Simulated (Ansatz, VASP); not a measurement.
# Ag in VASP and in Ansatz

```xyz
2
Lattice="2.9111 0.0000 0.0000 -1.4556 2.5211 0.0000 0.0000 0.0000 4.7280" Properties=species:S:1:pos:R:3 pbc="T T T"
Ag    0.0000    1.6807    1.1820
Ag    1.4556    0.8404    3.5460
```

Alike in both runs: task single point; functional LDA; k mesh 14 × 14 × 8; occupations fermi-dirac, width 0.1 eV; no spin polarisation.

|  | VASP | Ansatz |
| --- | --- | --- |
| version | VASP 6.6.1 | Ansatz 0.2.0 |
| potentials or method | VASP PAW LDA potentials, release 64 (Ag), cutoff 520 eV | plane waves (420 eV) with PAW, scalar-relativistic |
| valence electrons in the cell | 22 | 38 |

|  | VASP | Ansatz | Ansatz less VASP |
| --- | --- | --- | --- |
| pressure (GPa) | -8.4 | -8.5 | -0.15 |
| traceless stress, the component that is largest in VASP (GPa) | 0.31 | 0.32 | +0.008 |

Ansatz warns that its potentials were made for another functional, while VASP's fit it. LDA's correlation is that of Perdew and Zunger in VASP and of Perdew and Wang (1992) in Ansatz. VASP's potentials hold 22 valence electrons a cell and Ansatz's 38, so a difference there can come from the potentials and not from the codes.
